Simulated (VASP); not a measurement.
**Zr3Sb4: single point with PBE**

Zr3Sb4:

```
CELL_PARAMETERS angstrom
6.29021 0.00000 0.00000
0.00000 6.29021 0.00000
0.00000 0.00000 6.29021
ATOMIC_POSITIONS crystal
Zr 0.00000 0.00000 0.50000
Zr 0.50000 0.00000 0.00000
Zr 0.00000 0.50000 0.00000
Sb 0.27444 0.72556 0.27444
Sb 0.72556 0.27444 0.27444
Sb 0.27444 0.27444 0.72556
Sb 0.72556 0.72556 0.72556
```

```json
{
 "Program": "VASP 6.6.1",
 "Task": "single point",
 "Functional": "PBE",
 "Potentials or basis": "VASP PAW PBE potentials, release 64 (Zr_sv, Sb)",
 "Cutoff": "520 eV",
 "k mesh": "4 × 4 × 4",
 "Occupations": "gaussian, width 0.02 eV",
 "Spin": "no spin polarisation"
}
```

The pressure is 0.1 GPa and the largest force is 0.013 eV/Å. The band gap on the k mesh is 0.70 eV (least direct gap 0.77 eV).

Forces on the atoms (eV/Å):
```
Zr   0.000  0.000  0.000
Zr   0.000  0.000  0.000
Zr   0.000  0.000  0.000
Sb   0.008 -0.008  0.008
Sb  -0.008  0.008  0.008
Sb   0.008  0.008 -0.008
Sb  -0.008 -0.008 -0.008
```

Levels at points of the mesh, in eV from the valence-band top:
| k point | band 26 | band 27 | band 28 | band 29 | band 30 | band 31 |
| --- | --- | --- | --- | --- | --- | --- |
| (0.00, 0.00, 0.00) | -0.28 | -0.28 | -0.28 | 1.22 | 1.22 | 1.22 |
| (0.50, 0.00, 0.00) | -0.51 | -0.14 | -0.14 | 0.74 | 1.03 | 1.03 |
| (0.50, 0.50, 0.00) | -0.52 | -0.07 | -0.07 | 1.08 | 1.36 | 1.36 |
| (0.50, 0.50, 0.50) | -0.26 | -0.26 | -0.26 | 1.51 | 1.74 | 1.74 |

Wall time 55 s on 1 thread of Intel(R) Xeon(R) 6975P-C (Granite Rapids), on a shared host, peak memory 0.36 GiB.

Caveat: semilocal functionals underestimate gaps, and a narrow one can read as zero; spin-orbit coupling is left out, which moves the levels of the heavy elements. A k mesh can miss the band edges.
